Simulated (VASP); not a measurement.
# WS2 (P4/nmm) in VASP: further runs

WS2 is run at these levels: PBE; tasks: single point, relaxation of cell and atoms.

Everything below comes from runs of VASP 6.6.1. Logs are shortened: lines on timing, memory, paths and dates and some standing lists are left out, and cuts for length are marked.

**1. The cell of the first run**

Symmetry: P4/nmm, No. 129, tetragonal system. Conventional cell: a = 3.946 Å, b = 3.946 Å, c = 6.302 Å, α = 90.00°, β = 90.00°, γ = 90.00°. Within 3.2 Å of W (site symmetry 4mm) lie 9 S at 2.43 to 2.97 Å. Within 3.2 Å of S (site symmetry -4m2) lie 4 W at 2.43 Å and 8 S at 2.79 to 3.13 Å. Within 3.2 Å of S (site symmetry 4mm) lie 5 W at 2.46 to 2.97 Å and 8 S at 3.13 to 3.14 Å.

**2. Single point, PBE**

INCAR

```
ALGO     = Normal         # electronic algorithm
EDIFF    = 1E-7           # SCF threshold, eV
ENCUT    = 520            # plane-wave cutoff, eV
GGA      = PE             # functional
ISIF     = 2              # what is computed and relaxed
ISMEAR   = 0              # smearing method
LASPH    = T              # aspherical terms in the spheres
LCHARG   = F              # write CHGCAR
LREAL    = F              # projectors in reciprocal space
LWAVE    = F              # write WAVECAR
NBANDS   = 35             # bands
NELM     = 100            # most SCF steps
PREC     = Accurate       # precision mode
SIGMA    = 0.1            # smearing width, eV
```

KPOINTS

```
k-points
0
Gamma
  4 4 4
```

POSCAR

```
WS2
1.0
    3.9464500544      0.0000000000      0.0000000000
    0.0000000000      3.9464500544      0.0000000000
    0.0000000000      0.0000000000      6.3023707973
W S
2 4
Direct
    0.0000000000      0.5000000000      0.7754538528
    0.5000000000      0.0000000000      0.2245461472
    0.0000000000      0.0000000000      0.0000000000
    0.5000000000      0.5000000000      0.0000000000
    0.0000000000      0.5000000000      0.3853049929
    0.5000000000      0.0000000000      0.6146950071
```

Potentials or basis: VASP PAW PBE potentials, release 64 (W_sv, S).

On the command line:

```sh
$ cat potpaw_PBE.64/W_sv/POTCAR potpaw_PBE.64/S/POTCAR > POTCAR
$ mpirun -np 1 vasp_std > vasp.out
```

OUTCAR:

```text
EDIFF = 1E-7
   ENCUT = 520
   GGA = PE
   ISIF = 2
   ISMEAR = 0
   LASPH = T
   LREAL = F
   NELM = 100
   PREC = Accurate

 ion  position               nearest neighbor table
   1  0.000  0.500  0.775-   3 2.43   4 2.43   3 2.43   4 2.43   5 2.46   6 2.97   6 2.97   6 2.97
                             6 2.97
   2  0.500  0.000  0.225-   3 2.43   4 2.43   4 2.43   3 2.43   6 2.46   5 2.97   5 2.97   5 2.97
                             5 2.97
   3  0.000  0.000  0.000-   1 2.43   2 2.43   1 2.43   2 2.43   4 2.79   4 2.79   4 2.79   4 2.79

   4  0.500  0.500  0.000-   1 2.43   2 2.43   2 2.43   1 2.43   3 2.79   3 2.79   3 2.79   3 2.79

   5  0.000  0.500  0.385-   1 2.46   2 2.97   2 2.97   2 2.97   2 2.97
   6  0.500  0.000  0.615-   2 2.46   1 2.97   1 2.97   1 2.97   1 2.97

  LATTYP: Found a simple tetragonal cell.
 ALAT       =     3.9464500544
 C/A-ratio  =     1.5969721422

  Lattice vectors:

 A1 = (   3.9464500544,   0.0000000000,   0.0000000000)
 A2 = (   0.0000000000,   3.9464500544,   0.0000000000)
 A3 = (   0.0000000000,   0.0000000000,   6.3023707973)

Analysis of symmetry for initial positions (statically):
=====================================================================
 Subroutine PRICEL returns:
 Original cell was already a primitive cell.

 Routine SETGRP: Setting up the symmetry group for a
 simple tetragonal supercell.

 Subroutine GETGRP returns: Found 16 space group operations
 (whereof  8 operations were pure point group operations)
 out of a pool of 16 trial point group operations.

The static configuration has the point symmetry D_2d.
 The point group associated with its full space group is D_4h.

Analysis of symmetry for dynamics (positions and initial velocities):
=====================================================================
 Subroutine PRICEL returns:
 Original cell was already a primitive cell.

 Routine SETGRP: Setting up the symmetry group for a
 simple tetragonal supercell.

 Subroutine GETGRP returns: Found 16 space group operations
 (whereof  8 operations were pure point group operations)
 out of a pool of 16 trial point group operations.

The dynamic configuration has the point symmetry D_2d.
 The point group associated with its full space group is D_4h.

 Subroutine INISYM returns: Found 16 space group operations
 (whereof  8 operations are pure point group operations),
 and found     1 'primitive' translations

----------------------------------------------------------------------------------------

                                     Primitive cell

  volume of cell :      98.1561

  direct lattice vectors                    reciprocal lattice vectors
     3.946450054  0.000000000  0.000000000     0.253392286  0.000000000  0.000000000
     0.000000000  3.946450054  0.000000000     0.000000000  0.253392286  0.000000000
     0.000000000  0.000000000  6.302370797     0.000000000  0.000000000  0.158670448

  length of vectors
     3.946450054  3.946450054  6.302370797     0.253392286  0.253392286  0.158670448

  position of ions in fractional coordinates (direct lattice)
     0.000000000  0.500000000  0.775453853
     0.500000000  0.000000000  0.224546147
     0.000000000  0.000000000  0.000000000
     0.500000000  0.500000000  0.000000000
     0.000000000  0.500000000  0.385304993
     0.500000000  0.000000000  0.614695007

  ion indices of the primitive-cell ions
   primitive index   ion index
                 1           1
                 2           2
                 3           3
                 4           4
                 5           5
                 6           6

----------------------------------------------------------------------------------------

 KPOINTS: k-points

Automatic generation of k-mesh.
 Grid dimensions read from file:
 generate k-points for:    4    4    4

 Generating k-lattice:

  Cartesian coordinates                     Fractional coordinates (reciprocal lattice)
     0.063348071  0.000000000  0.000000000     0.250000000  0.000000000  0.000000000
[... 56 lines left out ...]

 k-point     2 :       0.2500    0.0000    0.0000
  band No.  band energies     occupation
      1     -65.6897      2.00000
      2     -65.6892      2.00000
      3     -29.9432      2.00000
      4     -29.9364      2.00000
      5     -29.9298      2.00000
      6     -29.9219      2.00000
[... 27 lines left out ...]
     34      12.4188      0.00000
     35      13.8322      0.00000

 k-point     3 :       0.5000    0.0000    0.0000
  band No.  band energies     occupation
      1     -65.6893      2.00000
      2     -65.6893      2.00000
      3     -29.9524      2.00000
      4     -29.9524      2.00000
      5     -29.9250      2.00000
      6     -29.9250      2.00000
[... 27 lines left out ...]
     34      12.5947      0.00000
     35      14.6895      0.00000

 k-point     4 :       0.2500    0.2500    0.0000
  band No.  band energies     occupation
      1     -65.6895      2.00000
      2     -65.6892      2.00000
      3     -29.9459      2.00000
      4     -29.9420      2.00000
      5     -29.9360      2.00000
      6     -29.9299      2.00000
[... 27 lines left out ...]
     34      12.9607      0.00000
     35      14.1147      0.00000

 k-point     5 :       0.5000    0.2500    0.0000
  band No.  band energies     occupation
      1     -65.6892      2.00000
      2     -65.6892      2.00000
      3     -29.9540      2.00000
      4     -29.9540      2.00000
      5     -29.9338      2.00000
      6     -29.9338      2.00000
[... 410 lines left out ...]
 k-point    16 :       0.2500    0.2500    0.5000
  band No.  band energies     occupation
      1     -65.6895      2.00000
      2     -65.6892      2.00000
      3     -29.9445      2.00000
      4     -29.9425      2.00000
      5     -29.9367      2.00000
      6     -29.9313      2.00000
[... 27 lines left out ...]
     34      12.2223      0.00000
     35      13.7401      0.00000

 k-point    17 :       0.5000    0.2500    0.5000
  band No.  band energies     occupation
      1     -65.6892      2.00000
      2     -65.6892      2.00000
      3     -29.9537      2.00000
      4     -29.9537      2.00000
      5     -29.9347      2.00000
      6     -29.9347      2.00000
[... 27 lines left out ...]
     34      11.7950      0.00000
     35      13.9207      0.00000

 k-point    18 :       0.5000    0.5000    0.5000
  band No.  band energies     occupation
      1     -65.6890      2.00000
      2     -65.6890      2.00000
      3     -29.9578      2.00000
      4     -29.9578      2.00000
      5     -29.9404      2.00000
      6     -29.9404      2.00000
[... 27 lines left out ...]
     34      12.1471      0.00000
     35      13.6075      0.00000

------------------------ aborting loop because EDIFF is reached ----------------------------------------

  FORCE on cell =-STRESS in cart. coord.  units (eV):
  Direction    XX          YY          ZZ          XY          YZ          ZX
  --------------------------------------------------------------------------------------
  -------------------------------------------------------------------------------------
  Total        0.0633765      0.0633765      0.0702199      0.0000000      0.0000000      0.0000000
  in kB        1.0344792      1.0344792      1.1461823      0.0000000      0.0000000      0.0000000
  external PRESSURE =       1.0717136 kB  Pullay stress =       0.0000000 kB

 VOLUME and BASIS-vectors are now :
 -----------------------------------------------------------------------------
  energy-cutoff  :      520.00
  volume of cell :       98.16
      direct lattice vectors                 reciprocal lattice vectors
     3.946450054  0.000000000  0.000000000     0.253392286  0.000000000  0.000000000
     0.000000000  3.946450054  0.000000000     0.000000000  0.253392286  0.000000000
     0.000000000  0.000000000  6.302370797     0.000000000  0.000000000  0.158670448

 POSITION                                       TOTAL-FORCE (eV/Angst)
 -----------------------------------------------------------------------------------
      0.00000      1.97323      4.88720        -0.000000     -0.000000     -0.034124
      1.97323      0.00000      1.41517         0.000000      0.000000      0.034124
      0.00000      0.00000      0.00000        -0.000000      0.000000      0.000000
      1.97323      1.97323      0.00000        -0.000000     -0.000000      0.000000
      0.00000      1.97323      2.42833         0.000000     -0.000000      0.000090
      1.97323      0.00000      3.87404         0.000000     -0.000000     -0.000090
 -----------------------------------------------------------------------------------
    total drift:                                0.000000      0.000000     -0.000000

  FREE ENERGIE OF THE ION-ELECTRON SYSTEM (eV)
  ---------------------------------------------------
  free  energy   TOTEN  =       -41.1949584105 eV

  energy  without entropy=      -41.1773918689  energy(sigma->0) =      -41.18617514
```

Wall time 55 s (1 thread of Intel Xeon 6975P-C, shared host); peak memory 0.22 GiB.

Results:

- Free energy: -41.1950 eV
- Pressure: 0.1 GPa
- Largest force: 0.034 eV/Å
- Band gap on the k mesh: zero (band 26 reaches 9.31 eV, above the bottom of band 27 at 8.54 eV)

Forces in eV/Å, atoms in the order of the input:
```
W    0.000  0.000 -0.034
W    0.000  0.000  0.034
S    0.000  0.000  0.000
S    0.000  0.000  0.000
S    0.000  0.000  0.000
S    0.000  0.000  0.000
```

Levels at points of the mesh, in eV from the Fermi level:
```csv
k point,band 22,band 23,band 24,band 25,band 26,band 27,band 28,band 29,band 30,band 31
"(0.00, 0.00, 0.00)",-2.85,-1.51,-1.51,-1.50,-0.41,-0.37,-0.24,-0.15,2.04,2.04
"(0.50, 0.00, 0.00)",-3.83,-2.86,-2.86,-0.32,-0.32,0.41,0.41,1.15,1.15,2.22
"(0.50, 0.50, 0.00)",-2.37,-2.23,-2.23,-0.53,-0.53,0.92,0.92,1.57,1.57,2.35
"(0.00, 0.00, 0.50)",-2.07,-1.48,-1.48,-1.37,-0.78,-0.61,0.26,1.29,1.70,1.70
"(0.50, 0.00, 0.50)",-3.10,-2.79,-2.79,-0.43,-0.43,0.02,0.02,1.73,1.73,2.18
"(0.50, 0.50, 0.50)",-2.60,-2.37,-2.37,-0.16,-0.16,0.34,0.34,1.21,1.21,2.43
```

Caveat: the k points lie up to 0.40 Å⁻¹ apart; spin-orbit coupling is left out, which moves the levels of the heavy elements.

**3. Single point, PBE**

This run uses another cell than the first one, of 16.29 Å³/atom, 0.996 times its volume.

INCAR

```
PREC = Accurate ; ENCUT = 520
EDIFF = 1E-6 ; ISMEAR = 0
SIGMA = 0.1 ; LREAL = False
LASPH = True ; NELM = 100
ALGO = Normal ; ISIF = 2
LWAVE = False ; LCHARG = False
GGA = PE ; NBANDS = 35
```

KPOINTS

```
regular mesh
0
Gamma
  10 10 6
```

POSCAR

```
WS2
1.0
    3.9281951975      0.0000000000      0.0000000000
    0.0000000000      3.9281951975      0.0000000000
    0.0000000000      0.0000000000      6.3334178694
W S
2 4
Direct
    0.0000000000      0.5000000000      0.7746233631
    0.5000000000      0.0000000000      0.2253766369
    0.0000000000      0.0000000000      0.0000000000
    0.5000000000      0.5000000000      0.0000000000
    0.0000000000      0.5000000000      0.3846362911
    0.5000000000      0.0000000000      0.6153637089
```

Potentials or basis: VASP PAW PBE potentials, release 64 (W_sv, S).

On the command line:

```sh
$ cat potpaw_PBE.64/W_sv/POTCAR potpaw_PBE.64/S/POTCAR > POTCAR
$ mpirun -np 1 vasp_std > vasp.out
```

Run time: 3 min. Hardware: 1 thread of Intel Xeon 6975P-C, shared host; peak memory 0.35 GiB.

Results (log left out):

* Free energy: -41.1762 eV
* Pressure: 0.1 GPa
* Largest force: 0.016 eV/Å
* Band gap on the k mesh: zero (band 26 reaches 9.46 eV, above the bottom of band 27 at 8.61 eV)

Forces in eV/Å, atoms in the order of the input:
```
W    0.000  0.000 -0.016
W    0.000  0.000  0.016
S    0.000  0.000  0.000
S    0.000  0.000  0.000
S    0.000  0.000 -0.006
S    0.000  0.000  0.006
```

Levels at points of the mesh, in eV from the Fermi level:
| k point | band 23 | band 24 | band 25 | band 26 | band 27 | band 28 | band 29 | band 30 |
| --- | --- | --- | --- | --- | --- | --- | --- | --- |
| (0.00, 0.00, 0.00) | -1.57 | -1.57 | -1.53 | -0.49 | -0.48 | -0.35 | -0.19 | 1.97 |
| (0.50, 0.00, 0.00) | -2.94 | -2.94 | -0.37 | -0.37 | 0.33 | 0.33 | 1.13 | 1.13 |
| (0.50, 0.50, 0.00) | -2.34 | -2.34 | -0.55 | -0.55 | 0.89 | 0.89 | 1.61 | 1.61 |
| (0.00, 0.00, 0.50) | -1.58 | -1.58 | -1.40 | -0.87 | -0.67 | 0.13 | 1.16 | 1.63 |
| (0.50, 0.00, 0.50) | -2.83 | -2.83 | -0.47 | -0.47 | -0.02 | -0.02 | 1.65 | 1.65 |
| (0.50, 0.50, 0.50) | -2.34 | -2.34 | -0.20 | -0.20 | 0.27 | 0.27 | 1.23 | 1.23 |

Caveat: spin-orbit coupling is left out, which moves the levels of the heavy elements.

**4. Relaxation of cell and atoms, PBE**

This run uses another cell than the first one, of 18.29 Å³/atom, 1.118 times its volume.

INCAR

```
SYSTEM = WS2
PREC = Accurate
ENCUT = 600
EDIFF = 1E-6
ISMEAR = 0
SIGMA = 0.1
LREAL = .False.
LASPH = .True.
NELM = 60
ALGO = Normal
ISIF = 3
LWAVE = .False.
LCHARG = .False.
GGA = PE
IBRION = 2
NSW = 90
EDIFFG = -0.04
```

KPOINTS

```
regular mesh
0
Gamma
  4 4 4
  0 0 0
```

POSCAR

```
WS2
1.0
    4.1584198953      0.0000000000      0.0000000000
    0.0000000000      4.1584198953      0.0000000000
    0.0000000000      0.0000000000      6.3449237430
W S
2 4
Direct
    0.0000000000      0.5000000000      0.7000000000
    0.5000000000      0.0000000000      0.3000000000
    0.0000000000      0.0000000000      0.0000000000
    0.5000000000      0.5000000000      0.0000000000
    0.0000000000      0.5000000000      0.2700000000
    0.5000000000      0.0000000000      0.7300000000
```

On the command line:

```sh
$ cat potpaw_PBE.64/W_sv/POTCAR potpaw_PBE.64/S/POTCAR > POTCAR
$ mpirun -np 1 vasp_std > vasp.out
```

Wall time 20 min (1 thread of Intel Xeon 6975P-C, shared host); peak memory 0.31 GiB.

The run converged. Its results:

- Free energy: -41.1974 eV
- Relaxed volume: 16.33 Å³/atom
- Relaxed cell: a = 3.942 Å, b = 3.942 Å, c = 6.306 Å, α = 90.00°, β = 90.00°, γ = 90.00°
- Space group after relaxing (to 0.05 Å): P4/nmm (No. 129)
- Energy gained by relaxing: 952.4 meV/atom
- Ionic steps: 29
- Pressure after relaxing: 0.3 GPa
- Largest force after relaxing: 0.029 eV/Å
- Band gap on the k mesh: zero (band 26 reaches 9.33 eV, above the bottom of band 27 at 8.56 eV)

Forces in eV/Å, atoms in the order of the input:
```
W    0.000  0.000 -0.023
W    0.000  0.000  0.023
S    0.000  0.000  0.000
S    0.000  0.000  0.000
S    0.000  0.000  0.029
S    0.000  0.000 -0.029
```

Stress tensor (GPa, compression positive):
```
0.34 0.00 0.00
0.00 0.34 0.00
0.00 0.00 0.08
```

The path:
| step | energy change (eV) | largest force (eV/Å) | pressure (GPa) | volume (Å³) |
| --- | --- | --- | --- | --- |
| 1 | 0.0000 | 3.9837 | -17.21 | 109.72 |
| 2 | -1.7716 | 2.1109 | 29.61 | 81.17 |
| 3 | -2.3172 | 3.1754 | 6.98 | 88.97 |
| 4 | -2.3205 | 3.0629 | 8.58 | 88.24 |
| 5 | -3.5485 | 3.1190 | 8.94 | 91.20 |
| 6 | -4.0183 | 5.1611 | 12.53 | 94.66 |
| 7 | -4.4868 | 4.2345 | 8.58 | 97.09 |
| 8 | -5.2259 | 1.4416 | -0.50 | 104.58 |
| 9 | -5.2513 | 0.8497 | -1.95 | 106.28 |
| 10 | -5.2513 | 0.7678 | -2.13 | 106.52 |
| 11 | -5.2803 | 0.6951 | -1.74 | 105.69 |
| 12 | -5.3604 | 0.6051 | -0.20 | 103.20 |
| 13 | -5.4363 | 0.4473 | 4.56 | 98.33 |
| 14 | -5.4602 | 0.5713 | 4.59 | 97.99 |
| 15 | -5.5096 | 0.8900 | 4.88 | 96.97 |
| 16 | -5.4863 | 1.4525 | 6.58 | 94.88 |
| 17 | -5.5222 | 1.1158 | 5.36 | 96.20 |
| 18 | -5.5756 | 0.9182 | 3.55 | 96.97 |
| 19 | -5.6507 | 0.6213 | -1.35 | 99.32 |
| 20 | -5.6513 | 0.6332 | -1.82 | 99.55 |
| 21 | -5.6679 | 0.5496 | -1.47 | 99.23 |
| 22 | -5.7003 | 0.2846 | -0.36 | 98.26 |
| 23 | -5.6731 | 0.7071 | 2.14 | 96.31 |
| 24 | -5.7060 | 0.2293 | 0.32 | 97.69 |
| 25 | -5.7091 | 0.1784 | 0.18 | 97.81 |
| 26 | -5.7133 | 0.1047 | -0.21 | 98.17 |
| 27 | -5.7133 | 0.1039 | -0.23 | 98.20 |
| 28 | -5.7143 | 0.0434 | 0.17 | 98.04 |
| 29 | -5.7143 | 0.0288 | 0.25 | 98.00 |

Final structure:
```
W S
1.0
     3.94226    0.00000    0.00000
     0.00000    3.94226    0.00000
     0.00000    0.00000    6.30592
W S
2 4
Direct
  0.00000 0.50000 0.77515
  0.50000 0.00000 0.22485
  0.00000 0.00000 0.00000
  0.50000 0.50000 0.00000
  0.00000 0.50000 0.38480
  0.50000 0.00000 0.61520
```

Levels at points of the mesh, in eV from the Fermi level:
| k point | band 23 | band 24 | band 25 | band 26 | band 27 | band 28 | band 29 | band 30 |
| --- | --- | --- | --- | --- | --- | --- | --- | --- |
| (0.00, 0.00, 0.00) | -1.52 | -1.52 | -1.50 | -0.42 | -0.39 | -0.26 | -0.16 | 2.03 |
| (0.50, 0.00, 0.00) | -2.87 | -2.87 | -0.32 | -0.32 | 0.40 | 0.40 | 1.16 | 1.16 |
| (0.50, 0.50, 0.00) | -2.25 | -2.25 | -0.52 | -0.52 | 0.92 | 0.92 | 1.59 | 1.59 |
| (0.00, 0.00, 0.50) | -1.50 | -1.50 | -1.37 | -0.79 | -0.62 | 0.24 | 1.69 | 2.04 |
| (0.50, 0.00, 0.50) | -2.79 | -2.79 | -0.42 | -0.42 | 0.02 | 0.02 | 1.72 | 1.72 |
| (0.50, 0.50, 0.50) | -2.35 | -2.35 | -0.15 | -0.15 | 0.33 | 0.33 | 1.23 | 1.23 |

Caveat: the k points lie up to 0.40 Å⁻¹ apart in the final cell; spin-orbit coupling is left out, which moves the levels of the heavy elements.

**5. The runs side by side**

| task | cell | k mesh | cutoff (eV) | gap on the mesh (eV) | pressure (GPa) | largest force (eV/Å) |
| --- | --- | --- | --- | --- | --- | --- |
| single point | a = 3.946, b = 3.946, c = 6.302 Å, 6 atoms | 4 × 4 × 4 | 520 | none | 0.1 | 0.03 |
| single point | a = 3.928, b = 3.928, c = 6.333 Å, 6 atoms | 10 × 10 × 6 | 520 | none | 0.1 | 0.02 |
| relaxation of cell and atoms | relaxed from a = 4.158, b = 4.158, c = 6.345 Å, 6 atoms | 4 × 4 × 4 | 600 | none | 0.3 | 0.03 |

Alike in all rows: level PBE; potentials or basis VASP PAW PBE potentials, release 64 (W_sv, S); no spin polarisation; smearing gaussian 0.1 eV.

Caveats: some runs use coarse meshes; spin-orbit coupling is left out, which moves the levels of the heavy elements.

Absolute energies hang on the potentials; compare differences alone.
